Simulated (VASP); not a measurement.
## GaP: single point with PBE

**The experiment to reproduce.**

From “Stacking defects in GaP nanowires: Electronic structure and optical properties”, 2018, arxiv:1810.01194, for a bulk crystal of GaP at 10 K: band gap 2.34 eV (indirect).

Crystal: GaP.

```
Ga P
1.0
     0.00000    2.75254    2.75254
     2.75254    0.00000    2.75254
     2.75254    2.75254    0.00000
Ga P
1 1
Direct
  0.00000 0.00000 0.00000
  0.75000 0.75000 0.75000
```

```json
{
 "Program": "VASP 6.6.1",
 "Task": "single point",
 "Functional": "PBE",
 "Potentials or basis": "VASP PAW PBE potentials, release 64 (Ga_d, P)",
 "Cutoff": "520 eV",
 "k mesh": "8 × 8 × 8",
 "Occupations": "gaussian, width 0.05 eV",
 "Spin": "no spin polarisation"
}
```

| Quantity | Value |
| --- | --- |
| Pressure | 0.0 GPa |
| Band gap on the k mesh | 1.58 eV, direct |

Levels at points of the mesh, in eV from the valence-band top:
| k point | band 7 | band 8 | band 9 | band 10 | band 11 | band 12 |
| --- | --- | --- | --- | --- | --- | --- |
| (0.00, 0.00, 0.00) | 0.00 | 0.00 | 0.00 | 1.58 | 3.90 | 3.90 |
| (0.50, 0.00, 0.00) | -6.46 | -1.07 | -1.07 | 1.58 | 4.73 | 4.73 |
| (0.50, 0.50, 0.00) | -6.61 | -2.58 | -2.58 | 1.72 | 1.85 | 10.37 |

Wall time 20 s on 1 thread of Intel(R) Xeon(R) Platinum 8375C CPU @ 2.90GHz (Ice Lake), on a shared host, peak memory 0.17 GiB.

A measured gap of GaP is 2.34 eV (indirect; 10 K; quoted in “Stacking defects in GaP nanowires: Electronic structure and optical properties”, 2018, arxiv:1810.01194); the calculated 1.58 eV misses it by -0.76 eV. Spin-orbit coupling on Ga is left out. The value is that of PBE on a finite k mesh, which can miss the band edges, without temperature or zero-point motion. Semilocal functionals fall short of measured gaps as a rule.
